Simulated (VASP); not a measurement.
# CO (P1) in VASP: a series of runs

CO is run at these levels: PBE; tasks: single point.

Everything below comes from runs of VASP 6.6.1. Logs are shortened: lines on timing, memory, paths and dates and some standing lists are left out, and cuts for length are marked.

**1. The cell of the first run**

The typed cell holds 8 atoms: a = 5.688 Å, b = 5.603 Å, c = 5.618 Å, α = 90.57°, β = 88.37°, γ = 91.99°.

**2. Single point, PBE**

Contents of INCAR:

```
PREC = Accurate
ENCUT = 520
EDIFF = 1E-6
ISMEAR = 0
SIGMA = 0.1
LREAL = False
LASPH = True
NELM = 80
ALGO = Normal
ISIF = 2
LWAVE = False
LCHARG = True
GGA = PE
LELF = True
LVHAR = True
NBANDS = 30
```

Contents of KPOINTS:

```
regular mesh
0
Gamma
  3 3 3
```

Contents of POSCAR:

```
CO
1.0
    5.6861797600     -0.0976413100      0.0801277400
   -0.0976413100      5.6021587500     -0.0272489200
    0.0801277400     -0.0272489200      5.6176275700
C O
4 4
Direct
    0.9231499465      0.9667558878      0.9773740011
    0.5580920072      0.0614781249      0.4680692211
    0.4667657072      0.5486552891      0.0244198073
    0.0381149738      0.4733571246      0.5669274732
    0.0795917355      0.0546163869      0.0369272845
    0.4212064315      0.9346419200      0.5507103532
    0.5858522224      0.4151037421      0.9486131018
    0.9227716155      0.5562211484      0.4309728246
```

Potentials or basis: VASP PAW PBE potentials, release 64 (C, O).

Run with:

```
cat potpaw_PBE.64/C/POTCAR potpaw_PBE.64/O/POTCAR > POTCAR
mpirun -np 1 vasp_std > vasp.out
```

OUTCAR:

```text
PREC = Accurate
   ENCUT = 520
   EDIFF = 1E-6
   ISMEAR = 0
   LREAL = False
   LASPH = True
   NELM = 80
   ISIF = 2
   GGA = PE

 ion  position               nearest neighbor table
   1  0.923  0.967  0.977-   5 1.06
   2  0.558  0.061  0.468-   6 1.13
   3  0.467  0.549  0.024-   7 1.10
   4  0.038  0.473  0.567-   8 1.13
   5  0.080  0.055  0.037-   1 1.06
   6  0.421  0.935  0.551-   2 1.13
   7  0.586  0.415  0.949-   3 1.10
   8  0.923  0.556  0.431-   4 1.13

  LATTYP: Found a triclinic cell.
 ALAT       =     5.6182650768
 B/A-ratio  =     1.4025939465
 C/A-ratio  =     1.7283354368
 COS(alpha) =     0.0000934242
 COS(beta)  =     0.5894952681
 COS(gamma) =     0.6924462442

  Lattice vectors:

 A1 = (  -0.0801277400,   0.0272489200,  -5.6176275700)
 A2 = (   5.6060520200,  -0.0703923900,  -5.5374998300)
 A3 = (  -5.6686661900,  -5.4772685200,  -5.6705063900)

Analysis of symmetry for initial positions (statically):
=====================================================================
 Subroutine PRICEL returns:
 Original cell was already a primitive cell.

 Routine SETGRP: Setting up the symmetry group for a
 triclinic supercell.

 Subroutine GETGRP returns: Found  1 space group operations
 (whereof  1 operations were pure point group operations)
 out of a pool of  2 trial point group operations.

The static configuration has the point symmetry C_1 .

Analysis of symmetry for dynamics (positions and initial velocities):
=====================================================================
 Subroutine PRICEL returns:
 Original cell was already a primitive cell.

 Routine SETGRP: Setting up the symmetry group for a
 triclinic supercell.

 Subroutine GETGRP returns: Found  1 space group operations
 (whereof  1 operations were pure point group operations)
 out of a pool of  2 trial point group operations.

The dynamic configuration has the point symmetry C_1 .

 Subroutine INISYM returns: Found  1 space group operations
 (whereof  1 operations are pure point group operations),
 and found     1 'primitive' translations

----------------------------------------------------------------------------------------

                                     Primitive cell

  volume of cell :     178.8555

  direct lattice vectors                    reciprocal lattice vectors
     5.686179760 -0.097641310  0.080127740     0.175952609  0.003054583 -0.002494906
    -0.097641310  5.602158750 -0.027248920     0.003054583  0.178559857  0.000822555
     0.080127740 -0.027248920  5.617627570    -0.002494906  0.000822555  0.178050665

  length of vectors
     5.687582487  5.603075851  5.618265077     0.175996806  0.178587877  0.178070044

  position of ions in fractional coordinates (direct lattice)
     0.923149946  0.966755888  0.977374001
     0.558092007  0.061478125  0.468069221
     0.466765707  0.548655289  0.024419807
     0.038114974  0.473357125  0.566927473
     0.079591736  0.054616387  0.036927285
     0.421206432  0.934641920  0.550710353
     0.585852222  0.415103742  0.948613102
     0.922771615  0.556221148  0.430972825

  ion indices of the primitive-cell ions
   primitive index   ion index
                 1           1
                 2           2
                 3           3
                 4           4
                 5           5
                 6           6
                 7           7
                 8           8

----------------------------------------------------------------------------------------

 KPOINTS: regular mesh

Automatic generation of k-mesh.
 Grid dimensions read from file:
 generate k-points for:    3    3    3

 Generating k-lattice:

  Cartesian coordinates                     Fractional coordinates (reciprocal lattice)
     0.058650870  0.001018194 -0.000831635     0.333333333 -0.000000000  0.000000000
     0.001018194  0.059519952  0.000274185    -0.000000000  0.333333333  0.000000000
    -0.000831635  0.000274185  0.059350222     0.000000000  0.000000000  0.333333333

  Length of vectors
     0.058665602  0.059529292  0.059356681

  Shift w.r.t. Gamma in fractional coordinates (k-lattice)
     0.000000000  0.000000000  0.000000000

 Subroutine IBZKPT returns following result:
 ===========================================

 Found     14 irreducible k-points:

 Following reciprocal coordinates:
            Coordinates               Weight
  0.000000  0.000000  0.000000      1.000000
  0.333333 -0.000000  0.000000      2.000000
 -0.000000  0.333333 -0.000000      2.000000
  0.333333  0.333333  0.000000      2.000000
 -0.333333  0.333333 -0.000000      2.000000
  0.000000 -0.000000  0.333333      2.000000
  0.333333  0.000000  0.333333      2.000000
 -0.333333 -0.000000  0.333333      2.000000
  0.000000  0.333333  0.333333      2.000000
  0.333333  0.333333  0.333333      2.000000
 -0.333333  0.333333  0.333333      2.000000
 -0.000000 -0.333333  0.333333      2.000000
  0.333333 -0.333333  0.333333      2.000000
 -0.333333 -0.333333  0.333333      2.000000
   k-points           NKPTS =     14   k-points in BZ     NKDIM =     14   number of bands    NBANDS=     30
   number of dos      NEDOS =    301   number of ions     NIONS =      8
   total plane-waves  NPLWV =  74088
   dimension x,y,z NGX =    42 NGY =   42 NGZ =   42
   dimension x,y,z NGXF=    84 NGYF=   84 NGZF=   84
   ions per type =               4   4
   NGX,Y,Z   is equivalent  to a cutoff of  12.28, 12.46, 12.43 a.u.
   NGXF,Y,Z  is equivalent  to a cutoff of  24.55, 24.92, 24.86 a.u.
 SYSTEM =  unknown system
   PREC   = accura    normal or accurate (medium, high low for compatibility)
   ISTART =      0    job   : 0-new  1-cont  2-samecut
   ICHARG =      2    charge: 1-file 2-atom 10-const
   ISPIN  =      1    spin polarized calculation?
   LNONCOLLINEAR =      F non collinear calculations
   LSORBIT =      F    spin-orbit coupling
   LASPH  =      T    aspherical Exc in radial PAW
   ENCUT  =  520.0 eV  38.22 Ry    6.18 a.u.  10.58 10.42 10.45*2*pi/ulx,y,z
   NELM   =     80;   NELMIN=  2; NELMDL= -5     # of ELM steps
   EDIFF  = 0.1E-05   stopping-criterion for ELM
   LREAL  =      F    real-space projection
   EDIFFG = 0.1E-04   stopping-criterion for IOM
   NSW    =      0    number of steps for IOM
   IBRION =     -1    ionic relax: 0-MD 1-quasi-New 2-CG
   NFREE  =      0    steps in history (QN), initial steepest desc. (CG)
   ISIF   =      2    stress and relaxation
   ISYM   =      2    0-nonsym 1-usesym 2-fastsym
   POTIM  = 0.5000    time-step for ionic-motion
   TEBEG  =    0.0;   TEEND  =   0.0 temperature during run
   PSTRESS=    0.0 pullay stress
   NELECT =      40.0000    total number of electrons
   NUPDOWN=      -1.0000    fix difference up-down
   EMIN   =  10.00;   EMAX   =-10.00  energy-range for DOS
   EFERMI =   0.00;   METHOD = LEGACY
   ISMEAR =     0;   SIGMA  =   0.10  broadening in eV -4-tet -1-fermi 0-gaus
   EFERMI_NEDOS =   21; number of points for ismear=-14 and -15
   IALGO  =     38    algorithm
   IMIX   =      4    mixing-type and parameters
     AMIX     =   0.40;   BMIX     =  1.00
     AMIX_MAG =   1.60;   BMIX_MAG =  1.00
  volume/ion in A,a.u.               =      22.36       150.87
  Fermi-wavevector in a.u.,A,eV,Ry     =   0.993712  1.877844 13.435267  0.987464
  Thomas-Fermi vector in A             =   2.125613
   LORBIT       =      0    0 simple, 1 ext, 2 COOP (PROOUT), +10 PAW based schemes
   GGA     = PE    functional components
   LHFCALC =     F    Hartree Fock is set to
   AEXX    =    0.0000 exact exchange contribution
   IVDW    =     0    specifies the selected vdW correction
   LEPSILON=     F    determine dielectric tensor
   LRPA    =     F    only Hartree local field effects (RPA)
 non-spin polarized calculation
 Gauss-broadening in eV      SIGMA  =   0.10
  energy-cutoff  :      520.00
  volume of cell :      178.86
 maximum number of plane-waves:      4839
 NGX is ok and might be reduce to    42
   NGX = 21   NGY = 21   NGZ = 21

 number of electron      40.0000008 magnetization

 Free energy of the ion-electron system (eV)
  ---------------------------------------------------
  ext. energy  EPLUGINS =         0.00000000
  ---------------------------------------------------
  free energy    TOTEN  =       -58.62803937 eV

  energy without entropy =      -58.62803937  energy(sigma->0) =      -58.62803937

 E-fermi :  -4.5079     XC(G=0):  -6.4775

 val. band max:       -5.0146519399   @ k =   0.0000   0.0000   0.0000
 cond. band min:       0.8706670555   @ k =   0.0000  -0.0000   0.3333
 fundamental gap:      5.8853189954
 Fermi energy:        -4.5079440948

 k-point     1 :       0.0000    0.0000    0.0000
  band No.  band energies     occupation
      1     -26.8824      2.00000
      2     -26.2627      2.00000
      3     -25.9317      2.00000
      4     -25.8661      2.00000
      5     -10.6507      2.00000
      6     -10.5768      2.00000
[... 22 lines left out ...]
     29       4.9376      0.00000
     30       6.7518      0.00000

 k-point     2 :       0.3333   -0.0000    0.0000
  band No.  band energies     occupation
      1     -26.8821      2.00000
      2     -26.2626      2.00000
      3     -25.9300      2.00000
      4     -25.8679      2.00000
      5     -10.6360      2.00000
      6     -10.5686      2.00000
[... 22 lines left out ...]
     29       4.9218      0.00000
     30       5.7050      0.00000

 k-point     3 :      -0.0000    0.3333   -0.0000
  band No.  band energies     occupation
      1     -26.8821      2.00000
      2     -26.2623      2.00000
      3     -25.9308      2.00000
      4     -25.8671      2.00000
      5     -10.6334      2.00000
      6     -10.5542      2.00000
[... 352 lines left out ...]
     29       5.4056      0.00000
     30       5.8606      0.00000

 k-point    14 :      -0.3333   -0.3333    0.3333
  band No.  band energies     occupation
      1     -26.8817      2.00000
      2     -26.2618      2.00000
      3     -25.9299      2.00000
      4     -25.8684      2.00000
      5     -10.6287      2.00000
      6     -10.5637      2.00000
[... 22 lines left out ...]
     29       5.3480      0.00000
     30       5.9144      0.00000

------------------------ aborting loop because EDIFF is reached ----------------------------------------

  FORCE on cell =-STRESS in cart. coord.  units (eV):
  Direction    XX          YY          ZZ          XY          YZ          ZX
  --------------------------------------------------------------------------------------
  -------------------------------------------------------------------------------------
  Total       13.0850287      7.0135391      3.5170738      2.8251809      2.6314788      2.0007252
  in kB      117.2149118     62.8268674     31.5057390     25.3078034     23.5726314     17.9223781
  external PRESSURE =      70.5158394 kB  Pullay stress =       0.0000000 kB

 VOLUME and BASIS-vectors are now :
 -----------------------------------------------------------------------------
  energy-cutoff  :      520.00
  volume of cell :      178.86
      direct lattice vectors                 reciprocal lattice vectors
     5.686179760 -0.097641310  0.080127740     0.175952609  0.003054583 -0.002494906
    -0.097641310  5.602158750 -0.027248920     0.003054583  0.178559857  0.000822555
     0.080127740 -0.027248920  5.617627570    -0.002494906  0.000822555  0.178050665

 POSITION                                       TOTAL-FORCE (eV/Angst)
 -----------------------------------------------------------------------------------
      5.23312      5.29915      5.53815       -10.101807     -5.475118     -3.981434
      3.20491      0.27716      2.67248         1.087897      0.971760     -0.649443
      2.60250      3.02741      0.15963        -3.472019      3.802140      2.107946
      0.21594      2.63265      3.17494         0.614025     -0.432277      0.652517
      0.45020      0.29719      0.21233        10.152441      5.468972      3.997741
      2.34792      5.17988      3.10197        -1.123983     -1.017664      0.656169
      3.36674      2.24242      5.36459         3.424066     -3.788015     -2.100566
      5.22727      3.01420      2.47983        -0.580620      0.470200     -0.682929
 -----------------------------------------------------------------------------------
    total drift:                                0.000006     -0.001353      0.001809

  FREE ENERGIE OF THE ION-ELECTRON SYSTEM (eV)
  ---------------------------------------------------
  free  energy   TOTEN  =       -58.6280393674 eV

  energy  without entropy=      -58.6280393674  energy(sigma->0) =      -58.62803937
```

Run time: 2.1 min. Hardware: 1 thread of Intel Xeon 6975P-C, shared host; peak memory 0.27 GiB.

What came out:

* Free energy: -58.6280 eV
* Pressure: 7.1 GPa
* Largest force: 12.205 eV/Å
* Band gap on the k mesh: 5.89 eV, indirect (least direct gap 5.89 eV)

Forces on the atoms (eV/Å):
```
C   -10.102  -5.475  -3.981
C     1.088   0.972  -0.649
C    -3.472   3.802   2.108
C     0.614  -0.432   0.653
O    10.152   5.469   3.998
O    -1.124  -1.018   0.656
O     3.424  -3.788  -2.101
O    -0.581   0.470  -0.683
```

Stress tensor (GPa, compression positive):
```
11.72  2.53  1.79
 2.53  6.28  2.36
 1.79  2.36  3.15
```

Caveat: forces of over 1 eV/Å act on the atoms, so gaps and moduli don't describe the material at rest.

**3. Single point, PBE**

Contents of INCAR:

```
SYSTEM = CO
PREC = Accurate
ENCUT = 520
EDIFF = 1E-6
ISMEAR = 0
SIGMA = 0.1
LREAL = .FALSE.
LASPH = .TRUE.
NELM = 80
ALGO = Normal
ISIF = 2
LWAVE = .FALSE.
LCHARG = .TRUE.
GGA = PE
LELF = .TRUE.
LVHAR = .TRUE.
NBANDS = 30
```

Contents of KPOINTS:

```
Automatic mesh
0
G
  3 3 3
  0 0 0
```

Contents of POSCAR:

```
CO
1.0
    5.6861797600     -0.0976413100      0.0801277400
   -0.0976413100      5.6021587500     -0.0272489200
    0.0801277400     -0.0272489200      5.6176275700
C O
4 4
Direct
    0.8963454211      0.9807392623      1.0016066182
    0.5718005793      0.0778799189      0.4864160220
    0.4801088831      0.5506015691      0.0004748016
    0.0332070675      0.4969296313      0.5919610987
    0.0852600696      0.0387023123     -0.0000516411
    0.4102581818      0.9355521256      0.5320350427
    0.6000858498      0.4022933495      0.9676728243
    0.9173170768      0.5420662951      0.4347841053
```

Potentials or basis: VASP PAW PBE potentials, release 64 (C, O).

Run with:

```
cat potpaw_PBE.64/C/POTCAR potpaw_PBE.64/O/POTCAR > POTCAR
mpirun -np 1 vasp_std > vasp.out
```

Wall time 2.5 min (1 thread of Intel Xeon 6975P-C, shared host); peak memory 0.27 GiB.

It converged, with:

- Free energy: -58.6872 eV
- Pressure: 0.9 GPa
- Largest force: 6.705 eV/Å
- Band gap on the k mesh: 5.24 eV, indirect (least direct gap 5.26 eV)

Forces on the atoms (eV/Å):
```
C   -3.715 -1.210 -0.027
C   -4.928 -4.340  1.357
C   -3.330  3.941  0.881
C   -0.568  0.216 -0.840
O    3.822  1.150  0.067
O    4.869  4.254 -1.382
O    3.204 -3.860 -0.840
O    0.647 -0.150  0.783
```

Stress tensor (GPa, compression positive):
```
 2.04 -4.54  0.11
-4.54  1.10  1.71
 0.11  1.71 -0.32
```

Levels at points of the mesh, in eV from the valence-band top:
```csv
k point,band 16,band 17,band 18,band 19,band 20,band 21,band 22,band 23,band 24,band 25
"(0.00, 0.00, 0.00)",-2.61,-1.58,-0.53,-0.44,0.00,5.34,5.41,5.98,6.26,6.68
```

Caveat: forces of over 1 eV/Å act on the atoms, so gaps and moduli don't describe the material at rest. A k mesh can miss the band edges.

**4. Single point, PBE**

Contents of INCAR:

```
PREC = Accurate
ENCUT = 520
EDIFF = 1E-7
ISMEAR = 0
SIGMA = 0.1
LREAL = F
LASPH = T
NELM = 100
ALGO = Normal
ISIF = 2
LWAVE = F
LCHARG = F
GGA = PE
NBANDS = 30
```

Contents of KPOINTS:

```
Automatic mesh
0
Gamma
  3 3 3
```

Contents of POSCAR:

```
CO
1.0
    5.6861797600     -0.0976413100      0.0801277400
   -0.0976413100      5.6021587500     -0.0272489200
    0.0801277400     -0.0272489200      5.6176275700
C O
4 4
Direct
    0.8857010751      0.9976971645      1.0294678443
    0.5803634098      0.0872903294      0.5102161585
    0.4945121682      0.5487331852     -0.0223275314
    0.0266564876      0.5216500583      0.6120853392
    0.0811300911      0.0190296908     -0.0387281338
    0.4018889568      0.9397490419      0.5086936891
    0.6105937292      0.3943217746      0.9867917155
    0.9149753663      0.5285622633      0.4409097634
```

Run with:

```
cat potpaw_PBE.64/C/POTCAR potpaw_PBE.64/O/POTCAR > POTCAR
mpirun -np 1 vasp_std > vasp.out
```

Run time: 2.7 min. Hardware: 1 thread of Intel Xeon 6975P-C, shared host; peak memory 0.27 GiB.

Results (log left out):

- Free energy: -58.0420 eV
- Pressure: -3.2 GPa
- Largest force: 10.021 eV/Å
- Band gap on the k mesh: 4.80 eV, indirect (least direct gap 4.81 eV)

Forces on the atoms (eV/Å):
```
C    2.604 -0.013 -0.757
C   -7.748 -6.353 -0.148
C   -2.810  3.621 -0.171
C   -1.465  0.078 -2.292
O   -2.456 -0.135  0.848
O    7.671  6.228  0.081
O    2.627 -3.418  0.235
O    1.577 -0.008  2.205
```

Stress tensor (GPa, compression positive):
```
-7.62 -7.83 -0.48
-7.83 -0.54 -0.16
-0.48 -0.16 -1.54
```

Levels at points of the mesh, in eV from the valence-band top:
```tsv
k point	band 18	band 19	band 20	band 21	band 22	band 23
(0.00, 0.00, 0.00)	-0.60	-0.50	0.00	4.82	4.93	5.92
```

Caveat: forces of over 1 eV/Å act on the atoms, so gaps and moduli don't describe the material at rest.
